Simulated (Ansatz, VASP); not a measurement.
**One calculation of Cu2Au, two programs**

```
Cu Au
1.0
     0.00000    2.78166    2.78166
     2.78166    0.00000    2.78166
     2.78166    2.78166    0.00000
Cu Au
2 1
Direct
  0.25000 0.25000 0.25000
  0.75000 0.75000 0.75000
  0.00000 0.00000 0.00000
```

Alike in both runs: task relaxation of cell and atoms; functional PBE; k mesh 6 × 6 × 6; occupations gaussian, width 0.1 eV; no spin polarisation.

```csv
,VASP,Ansatz
version,VASP 6.6.1,Ansatz 0.2.0
potentials or method,"VASP PAW PBE potentials, release 64 (Cu, Au), cutoff 600 eV","scalar-relativistic, plane waves, PAW"
valence electrons in the cell,33,57
```

|  | VASP | Ansatz | Ansatz less VASP |
| --- | --- | --- | --- |
| gap on the k mesh at the Fermi level, each at its own relaxed structure (eV) | none | none | - |
| relaxed volume (Å³/atom) | 17.36 | 17.25 | -0.104 |
| relaxed cell length with the largest relative difference (Å) | 4.191 | 4.183 | -0.0083 |

A gap of «none» marks a metal or a gap that the smearing closes. VASP's potentials hold 33 valence electrons a cell and Ansatz's 57, so a difference there can come from the potentials and not from the codes.

Spin-orbit coupling is off throughout. Noted on VASP's run: the volume moved by over 15 % at a fixed basis, so the end points are rough.
